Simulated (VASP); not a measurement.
A run of VASP 6.6.1 is set up as follows.

POSCAR

```
Sr
1.0
    0.0000000000      3.0521104090      3.0521104090
    3.0521104090      0.0000000000      3.0521104090
    3.0521104090      3.0521104090      0.0000000000
Sr
1
Direct
    0.0000000000      0.0000000000      0.0000000000
```

Contents of INCAR.step1:

```
SYSTEM = Sr
PREC = Accurate
ENCUT = 520
ISMEAR = 1
SIGMA = 0.01
LREAL = .False.
LASPH = .True.
NELM = 60
NBANDS = 11
GGA = PE
ALGO = Normal
EDIFF = 1E-4
LWAVE = .True.
LCHARG = .False.
```

INCAR.step2

```
SYSTEM = Sr
PREC = Accurate
ENCUT = 520
EDIFF = 1E-6
ISMEAR = 1
SIGMA = 0.01
LREAL = .False.
LASPH = .True.
NELM = 60
ALGO = Normal
ISIF = 2
LWAVE = .False.
LCHARG = .False.
METAGGA = R2SCAN
LMIXTAU = .True.
NBANDS = 11
ISTART = 1
```

The input KPOINTS:

```
regular mesh
0
Gamma
  9 9 9
  0 0 0
```

Potentials or basis: VASP PAW PBE potentials, release 64 (Sr_sv).

Run with:

```sh
$ cat potpaw_PBE.64/Sr_sv/POTCAR > POTCAR
$ cp INCAR.step1 INCAR
$ mpirun -np 1 vasp_std > vasp.out
$ cp INCAR.step2 INCAR
$ mpirun -np 1 vasp_std > vasp.out
```

Q: Estimate the pressure.

A: 0.0 GPa.

Q: Predict the band gap on the k mesh.

A: Zero (band 5 reaches 1.46 eV, above the bottom of band 6 at 1.45 eV).

Caveat: the PAW data sets were made with another functional, which shifts forces and pressure a little.
